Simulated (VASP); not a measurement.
# Rb (Im-3m) in VASP: further runs

The runs below take Rb through single point, with PBE.

Everything below comes from runs of VASP 6.6.1. Logs are shortened: lines on timing, memory, paths and dates and some standing lists are left out, and cuts for length are marked.

## (1) The cell of the first run

The structure is cubic, space group Im-3m (No. 229). Conventional cell: a = 5.672 Å, b = 5.672 Å, c = 5.672 Å, α = 90.00°, β = 90.00°, γ = 90.00°.

## (2) Single point, PBE (91.23 Å³/atom)

INCAR reads:

```
  ALGO = Normal
  EDIFF = 1E-7
  ENCUT = 520
  GGA = PE
  ISIF = 2
  ISMEAR = -1
  LASPH = T
  LCHARG = T
  LELF = T
  LREAL = F
  LVHAR = T
  LWAVE = F
  NBANDS = 10
  NELM = 80
  PREC = Accurate
  SIGMA = 0.1
```

KPOINTS reads:

```
k-points
0
Gamma
  10 10 10
```

POSCAR reads:

```
Rb
1.0
   -2.8359004032      2.8359004032      2.8359004032
    2.8359004032     -2.8359004032      2.8359004032
    2.8359004032      2.8359004032     -2.8359004032
Rb
1
Direct
    0.0000000000      0.0000000000      0.0000000000
```

Potentials or basis: VASP PAW PBE potentials, release 64 (Rb_sv).

On the command line:

```sh
$ cat potpaw_PBE.64/Rb_sv/POTCAR > POTCAR
$ mpirun -np 1 vasp_std > vasp.out
```

OUTCAR:

```text
EDIFF = 1E-7
   ENCUT = 520
   GGA = PE
   ISIF = 2
   ISMEAR = -1
   LASPH = T
   LREAL = F
   NELM = 80
   PREC = Accurate

 ion  position               nearest neighbor table
   1  0.000  0.000  0.000-

  LATTYP: Found a body centered cubic cell.
 ALAT       =     5.6718008064

  Lattice vectors:

 A1 = (  -2.8359004032,   2.8359004032,   2.8359004032)
 A2 = (   2.8359004032,  -2.8359004032,   2.8359004032)
 A3 = (   2.8359004032,   2.8359004032,  -2.8359004032)

Analysis of symmetry for initial positions (statically):
=====================================================================
 Subroutine PRICEL returns:
 Original cell was already a primitive cell.

 Routine SETGRP: Setting up the symmetry group for a
 body centered cubic supercell.

 Subroutine GETGRP returns: Found 48 space group operations
 (whereof 48 operations were pure point group operations)
 out of a pool of 48 trial point group operations.

The static configuration has the point symmetry O_h .

Analysis of symmetry for dynamics (positions and initial velocities):
=====================================================================
 Subroutine PRICEL returns:
 Original cell was already a primitive cell.

 Routine SETGRP: Setting up the symmetry group for a
 body centered cubic supercell.

 Subroutine GETGRP returns: Found 48 space group operations
 (whereof 48 operations were pure point group operations)
 out of a pool of 48 trial point group operations.

The dynamic configuration has the point symmetry O_h .

 Subroutine INISYM returns: Found 48 space group operations
 (whereof 48 operations are pure point group operations),
 and found     1 'primitive' translations

----------------------------------------------------------------------------------------

                                     Primitive cell

  volume of cell :      91.2290

  direct lattice vectors                    reciprocal lattice vectors
    -2.835900403  2.835900403  2.835900403     0.000000000  0.176310846  0.176310846
     2.835900403 -2.835900403  2.835900403     0.176310846  0.000000000  0.176310846
     2.835900403  2.835900403 -2.835900403     0.176310846  0.176310846  0.000000000

  length of vectors
     4.911923584  4.911923584  4.911923584     0.249341190  0.249341190  0.249341190

  position of ions in fractional coordinates (direct lattice)
     0.000000000  0.000000000  0.000000000

  ion indices of the primitive-cell ions
   primitive index   ion index
                 1           1

----------------------------------------------------------------------------------------

 KPOINTS: k-points

Automatic generation of k-mesh.
 Grid dimensions read from file:
 generate k-points for:   10   10   10

 Generating k-lattice:

  Cartesian coordinates                     Fractional coordinates (reciprocal lattice)
     0.000000000  0.017631085  0.017631085     0.100000000  0.000000000  0.000000000
     0.017631085  0.000000000  0.017631085     0.000000000  0.100000000  0.000000000
     0.017631085  0.017631085  0.000000000     0.000000000  0.000000000  0.100000000

  Length of vectors
     0.024934119  0.024934119  0.024934119

  Shift w.r.t. Gamma in fractional coordinates (k-lattice)
     0.000000000  0.000000000  0.000000000

 Subroutine IBZKPT returns following result:
 ===========================================

 Found     47 irreducible k-points:

 Following reciprocal coordinates:
            Coordinates               Weight
  0.000000  0.000000  0.000000      1.000000
  0.100000  0.000000  0.000000     12.000000
  0.200000  0.000000  0.000000     12.000000
  0.300000  0.000000  0.000000     12.000000
  0.400000  0.000000  0.000000     12.000000
  0.500000  0.000000  0.000000      6.000000
[... 16 lines left out ...]
  0.300000  0.300000  0.100000      8.000000
 -0.300000  0.300000  0.100000     24.000000
 [... further k-points ...]
   k-points           NKPTS =     47   k-points in BZ     NKDIM =     47   number of bands    NBANDS=     10
   number of dos      NEDOS =    301   number of ions     NIONS =      1
   total plane-waves  NPLWV =  64000
   dimension x,y,z NGX =    40 NGY =   40 NGZ =   40
   dimension x,y,z NGXF=    80 NGYF=   80 NGZF=   80
   ions per type =               1
   NGX,Y,Z   is equivalent  to a cutoff of  13.54, 13.54, 13.54 a.u.
   NGXF,Y,Z  is equivalent  to a cutoff of  27.08, 27.08, 27.08 a.u.
 SYSTEM =  unknown system
   PREC   = accura    normal or accurate (medium, high low for compatibility)
   ISTART =      0    job   : 0-new  1-cont  2-samecut
   ICHARG =      2    charge: 1-file 2-atom 10-const
   ISPIN  =      1    spin polarized calculation?
   LNONCOLLINEAR =      F non collinear calculations
   LSORBIT =      F    spin-orbit coupling
   LASPH  =      T    aspherical Exc in radial PAW
   ENCUT  =  520.0 eV  38.22 Ry    6.18 a.u.   9.13  9.13  9.13*2*pi/ulx,y,z
   NELM   =     80;   NELMIN=  2; NELMDL= -5     # of ELM steps
   EDIFF  = 0.1E-06   stopping-criterion for ELM
   LREAL  =      F    real-space projection
   EDIFFG = 0.1E-05   stopping-criterion for IOM
   NSW    =      0    number of steps for IOM
   IBRION =     -1    ionic relax: 0-MD 1-quasi-New 2-CG
   NFREE  =      0    steps in history (QN), initial steepest desc. (CG)
   ISIF   =      2    stress and relaxation
   ISYM   =      2    0-nonsym 1-usesym 2-fastsym
   POTIM  = 0.5000    time-step for ionic-motion
   TEBEG  =    0.0;   TEEND  =   0.0 temperature during run
   PSTRESS=    0.0 pullay stress
   NELECT =       9.0000    total number of electrons
   NUPDOWN=      -1.0000    fix difference up-down
   EMIN   =  10.00;   EMAX   =-10.00  energy-range for DOS
   EFERMI =   0.00;   METHOD = LEGACY
   ISMEAR =    -1;   SIGMA  =   0.10  broadening in eV -4-tet -1-fermi 0-gaus
   EFERMI_NEDOS =   21; number of points for ismear=-14 and -15
   IALGO  =     38    algorithm
   IMIX   =      4    mixing-type and parameters
     AMIX     =   0.40;   BMIX     =  1.00
     AMIX_MAG =   1.60;   BMIX_MAG =  1.00
  volume/ion in A,a.u.               =      91.23       615.64
  Fermi-wavevector in a.u.,A,eV,Ry     =   0.756446  1.429476  7.785401  0.572211
  Thomas-Fermi vector in A             =   1.854569
   LORBIT       =      0    0 simple, 1 ext, 2 COOP (PROOUT), +10 PAW based schemes
   GGA     = PE    functional components
   LHFCALC =     F    Hartree Fock is set to
   AEXX    =    0.0000 exact exchange contribution
   IVDW    =     0    specifies the selected vdW correction
   LEPSILON=     F    determine dielectric tensor
   LRPA    =     F    only Hartree local field effects (RPA)
 non-spin polarized calculation
  energy-cutoff  :      520.00
  volume of cell :       91.23
 maximum number of plane-waves:      2491
 NGX is ok and might be reduce to    40
   NGX = 19   NGY = 19   NGZ = 19

 number of electron       9.0000000 magnetization

 Free energy of the ion-electron system (eV)
  ---------------------------------------------------
  ext. energy  EPLUGINS =         0.00000000
  ---------------------------------------------------
  free energy    TOTEN  =        -0.95036548 eV

  energy without entropy =       -0.91858596  energy(sigma->0) =       -0.93447572

 E-fermi :   0.0016     XC(G=0):  -5.4601

 val. band max:       -0.0828715915   @ k =  -0.3000   0.3000   0.3000
 cond. band min:       0.0032902871   @ k =   0.3000   0.2000   0.0000
 fundamental gap:      0.0861618787
 Fermi energy:         0.0016061902

 k-point     1 :       0.0000    0.0000    0.0000
  band No.  band energies     occupation
      1     -28.8969      2.00000
      2     -12.9395      2.00000
      3     -12.9395      2.00000
      4     -12.9395      2.00000
      5      -1.9621      2.00000
      6       3.6832      0.00000
      7       3.6832      0.00000
      8       3.6832      0.00000
      9       4.6145      0.00000
     10       4.6145      0.00000

 k-point     2 :       0.1000    0.0000    0.0000
  band No.  band energies     occupation
      1     -28.8965      2.00000
      2     -12.9487      2.00000
      3     -12.9425      2.00000
      4     -12.9395      2.00000
      5      -1.8444      2.00000
      6       3.4913      0.00000
      7       3.5212      0.00000
      8       3.7915      0.00000
      9       4.3977      0.00000
     10       4.5706      0.00000

 k-point     3 :       0.2000    0.0000    0.0000
  band No.  band energies     occupation
      1     -28.8955      2.00000
      2     -12.9728      2.00000
      3     -12.9505      2.00000
      4     -12.9395      2.00000
      5      -1.5019      2.00000
      6       2.8500      0.00000
      7       3.1871      0.00000
      8       4.1112      0.00000
      9       4.3800      0.00000
     10       4.5215      0.00000

 k-point     4 :       0.3000    0.0000    0.0000
  band No.  band energies     occupation
      1     -28.8942      2.00000
      2     -13.0020      2.00000
      3     -12.9603      2.00000
      4     -12.9395      2.00000
      5      -0.9666      1.99988
      6       2.0885      0.00000
      7       2.8726      0.00000
      8       4.4724      0.00000
      9       4.5796      0.00000
     10       4.6266      0.00000
[... 222 lines left out ...]
 k-point    22 :      -0.2000    0.2000    0.1000
  band No.  band energies     occupation
      1     -28.8951      2.00000
      2     -12.9727      2.00000
      3     -12.9537      2.00000
      4     -12.9469      2.00000
      5      -1.3896      2.00000
      6       2.8817      0.00000
      7       3.1908      0.00000
      8       3.6984      0.00000
      9       4.1134      0.00000
     10       5.0081      0.00000

 k-point    23 :       0.3000    0.3000    0.1000
  band No.  band energies     occupation
      1     -28.8925      2.00000
      2     -12.9988      2.00000
      3     -12.9988      2.00000
      4     -12.9591      2.00000
      5       1.1447      0.00002
      6       1.1447      0.00002
      7       1.2933      0.00000
      8       3.2713      0.00000
      9       5.1575      0.00000
     10       5.1575      0.00000

 k-point    24 :      -0.3000    0.3000    0.1000
  band No.  band energies     occupation
      1     -28.8939      2.00000
      2     -13.0007      2.00000
      3     -12.9636      2.00000
      4     -12.9466      2.00000
      5      -0.8601      1.99964
      6       2.1224      0.00000
      7       2.9108      0.00000
      8       3.7604      0.00000
      9       4.6179      0.00000
     10       5.0376      0.00000

 [... further k-points ...]

------------------------ aborting loop because EDIFF is reached ----------------------------------------

  FORCE on cell =-STRESS in cart. coord.  units (eV):
  Direction    XX          YY          ZZ          XY          YZ          ZX
  --------------------------------------------------------------------------------------
  -------------------------------------------------------------------------------------
  Total        0.0024726      0.0024726      0.0024726     -0.0000000     -0.0000000     -0.0000000
  in kB        0.0434235      0.0434235      0.0434235     -0.0000000     -0.0000000     -0.0000000
  external PRESSURE =       0.0434235 kB  Pullay stress =       0.0000000 kB

 VOLUME and BASIS-vectors are now :
 -----------------------------------------------------------------------------
  energy-cutoff  :      520.00
  volume of cell :       91.23
      direct lattice vectors                 reciprocal lattice vectors
    -2.835900403  2.835900403  2.835900403     0.000000000  0.176310846  0.176310846
     2.835900403 -2.835900403  2.835900403     0.176310846  0.000000000  0.176310846
     2.835900403  2.835900403 -2.835900403     0.176310846  0.176310846  0.000000000

 POSITION                                       TOTAL-FORCE (eV/Angst)
 -----------------------------------------------------------------------------------
      0.00000      0.00000      0.00000         0.000000      0.000000     -0.000000
 -----------------------------------------------------------------------------------
    total drift:                               -0.000000     -0.000000     -0.000000

  FREE ENERGIE OF THE ION-ELECTRON SYSTEM (eV)
  ---------------------------------------------------
  free  energy   TOTEN  =        -0.9503654784 eV

  energy  without entropy=       -0.9185859610  energy(sigma->0) =       -0.93447572
```

Wall time 31 s (1 thread of Intel Xeon Platinum 8488C (Sapphire Rapids), shared host); peak memory 0.24 GiB.

What came out:

| Quantity | Value |
| --- | --- |
| Free energy | -0.9504 eV |
| Pressure | 0.0 GPa |
| Band gap on the k mesh | zero (an odd number of electrons rules out a gap without spin polarisation) |

Levels at points of the mesh, in eV from the Fermi level:
| k point | band 1 | band 2 | band 3 | band 4 | band 5 | band 6 | band 7 | band 8 |
| --- | --- | --- | --- | --- | --- | --- | --- | --- |
| (0.00, 0.00, 0.00) | -28.90 | -12.94 | -12.94 | -12.94 | -1.96 | 3.68 | 3.68 | 3.68 |
| (0.50, 0.00, 0.00) | -28.89 | -13.04 | -12.97 | -12.94 | 0.24 | 0.78 | 2.59 | 4.25 |
| (0.50, 0.50, 0.50) | -28.89 | -13.01 | -13.01 | -13.01 | 1.26 | 1.26 | 3.25 | 3.25 |

## (3) Single point, PBE (91.23 Å³/atom)

INCAR reads:

```
SYSTEM = Rb
PREC = Accurate
ENCUT = 520
EDIFF = 1E-6
ISMEAR = -1
SIGMA = 0.1
LREAL = .FALSE.
LASPH = .TRUE.
NELM = 80
ALGO = Normal
ISIF = 2
LWAVE = .FALSE.
LCHARG = .FALSE.
GGA = PE
NBANDS = 10
```

KPOINTS reads:

```
Automatic mesh
0
G
  10 10 10
  0 0 0
```

POSCAR is that of step 2.

Potentials or basis: VASP PAW PBE potentials, release 64 (Rb_sv).

On the command line:

```sh
$ cat potpaw_PBE.64/Rb_sv/POTCAR > POTCAR
$ mpirun -np 1 vasp_std > vasp.out
```

OUTCAR:

```text
SYSTEM = Rb
   PREC = Accurate
   ENCUT = 520
   EDIFF = 1E-6
   ISMEAR = -1
   LREAL = .FALSE.
   LASPH = .TRUE.
   NELM = 80
   ISIF = 2
   GGA = PE

 ion  position               nearest neighbor table
   1  0.000  0.000  0.000-

  LATTYP: Found a body centered cubic cell.
 ALAT       =     5.6718008064

  Lattice vectors:

 A1 = (  -2.8359004032,   2.8359004032,   2.8359004032)
 A2 = (   2.8359004032,  -2.8359004032,   2.8359004032)
[... 491 lines left out ...]
     10       5.0376      0.00000

 [... further k-points ...]

------------------------ aborting loop because EDIFF is reached ----------------------------------------

  FORCE on cell =-STRESS in cart. coord.  units (eV):
  Direction    XX          YY          ZZ          XY          YZ          ZX
  --------------------------------------------------------------------------------------
  -------------------------------------------------------------------------------------
  Total        0.0032575      0.0032575      0.0032575     -0.0000000      0.0000000      0.0000000
  in kB        0.0572093      0.0572093      0.0572093     -0.0000000      0.0000000      0.0000000
  external PRESSURE =       0.0572093 kB  Pullay stress =       0.0000000 kB

 VOLUME and BASIS-vectors are now :
 -----------------------------------------------------------------------------
  energy-cutoff  :      520.00
  volume of cell :       91.23
      direct lattice vectors                 reciprocal lattice vectors
    -2.835900403  2.835900403  2.835900403     0.000000000  0.176310846  0.176310846
     2.835900403 -2.835900403  2.835900403     0.176310846  0.000000000  0.176310846
     2.835900403  2.835900403 -2.835900403     0.176310846  0.176310846  0.000000000

 POSITION                                       TOTAL-FORCE (eV/Angst)
 -----------------------------------------------------------------------------------
      0.00000      0.00000      0.00000        -0.000000      0.000000      0.000000
 -----------------------------------------------------------------------------------
    total drift:                                0.000000     -0.000000     -0.000000

  FREE ENERGIE OF THE ION-ELECTRON SYSTEM (eV)
  ---------------------------------------------------
  free  energy   TOTEN  =        -0.9503654384 eV

  energy  without entropy=       -0.9185859068  energy(sigma->0) =       -0.93447567
```

It took 26 s on 1 thread of Intel Xeon Platinum 8488C (Sapphire Rapids), shared host; peak memory 0.24 GiB.

What came out:

| Item | Value |
| --- | --- |
| Free energy | -0.9504 eV |
| Pressure | 0.0 GPa |
| Band gap on the k mesh | zero (an odd number of electrons rules out a gap without spin polarisation) |

Levels at points of the mesh, in eV from the Fermi level:
| k point | band 1 | band 2 | band 3 | band 4 | band 5 | band 6 | band 7 | band 8 |
| --- | --- | --- | --- | --- | --- | --- | --- | --- |
| (0.00, 0.00, 0.00) | -28.90 | -12.94 | -12.94 | -12.94 | -1.96 | 3.68 | 3.68 | 3.68 |
| (0.50, 0.00, 0.00) | -28.89 | -13.04 | -12.97 | -12.94 | 0.24 | 0.78 | 2.59 | 4.25 |
| (0.50, 0.50, 0.50) | -28.89 | -13.01 | -13.01 | -13.01 | 1.26 | 1.26 | 3.25 | 3.25 |
